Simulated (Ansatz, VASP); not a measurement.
# MgO2 in VASP and in Ansatz

The input INCAR:

```
SYSTEM = MgO2
ALGO     = Normal         ! electronic algorithm
EDIFF    = 1E-7           ! SCF threshold, eV
ENCUT    = 520            ! plane-wave cutoff, eV
GGA      = PS             ! functional
ISIF     = 2              ! what is computed and relaxed
ISMEAR   = 0              ! smearing method
LASPH    = .True.         ! aspherical terms in the spheres
LCHARG   = .False.        ! write CHGCAR
LREAL    = .False.        ! projectors in reciprocal space
LWAVE    = .False.        ! write WAVECAR
NBANDS   = 14             ! bands
NELM     = 100            ! most SCF steps
PREC     = Accurate       ! precision mode
SIGMA    = 0.05           ! smearing width, eV
```

Contents of KPOINTS:

```
k-points
0
Gamma
  12 12 12
  0 0 0
```

File POSCAR:

```
MgO2
1.0
    1.5806896008      0.9126115665      3.5463885580
   -1.5806896008      0.9126115665      3.5463885580
    0.0000000000     -1.8252231330      3.5463885580
Mg O
1 2
Direct
    0.0000000000      0.0000000000      0.0000000000
    0.4287860000      0.4287860000      0.4287860000
    0.5712140000      0.5712140000      0.5712140000
```

Input for Ansatz:

```yaml
crystal:
  lattice:
    - [1.5806896008, 0.9126115665, 3.546388558]
    - [-1.5806896008, 0.9126115665, 3.546388558]
    - [0.0, -1.825223133, 3.546388558]
  atoms:
    - { symbol: Mg, position: [0.0, 0.0, 0.0] }
    - { symbol: O, position: [0.428786, 0.428786, 0.428786] }
    - { symbol: O, position: [0.571214, 0.571214, 0.571214] }
basis:
  ecutwfc: 420
kpoints:
  mp_grid: { grid: [12, 12, 12] }
hamiltonian:
  xc: pbesol
scf:
  occupations: { method: gaussian, width: 0.05 }
output:
  forces: true
  stress: true
  eigenvalues: true
```

Change from the starting cell: strain -0.015 along x and y, +0.015 along z, atoms carried along.

Alike in both runs: task single point; functional PBEsol; k mesh 12 × 12 × 12; occupations gaussian, width 0.05 eV; no spin polarisation.

```csv
,VASP,Ansatz
version,VASP 6.6.1,Ansatz 0.2.0
potentials or method,"VASP PAW PBE potentials, release 64 (Mg, O), cutoff 520 eV","scalar-relativistic, plane waves, PAW"
valence electrons in the cell,14,22
```

VASP gave:

| Quantity | Value |
| --- | --- |
| gap on the k mesh at the Fermi level (eV) | 1.86 |
| least direct gap on the mesh (eV) | 1.86 |
| pressure (GPa) | -4.6 |
| traceless stress, the component that is largest in VASP (GPa) | -8.38 |
| rms of the force components (eV/Å) | 0.316 |

**Question.** What did Ansatz give for the same quantities?

**Answer.** gap on the k mesh at the Fermi level (eV): 1.89; least direct gap on the mesh (eV): 1.89; pressure (GPa): -4.4; traceless stress, the component that is largest in VASP (GPa): -9.27; rms of the force components (eV/Å): 0.389.

VASP's potentials were made for PBE, not for PBEsol. Atom by atom the forces differ by 0.073 eV/Å (rms over components). VASP's potentials hold 14 valence electrons a cell and Ansatz's 22, so a difference there can come from the potentials and not from the codes.
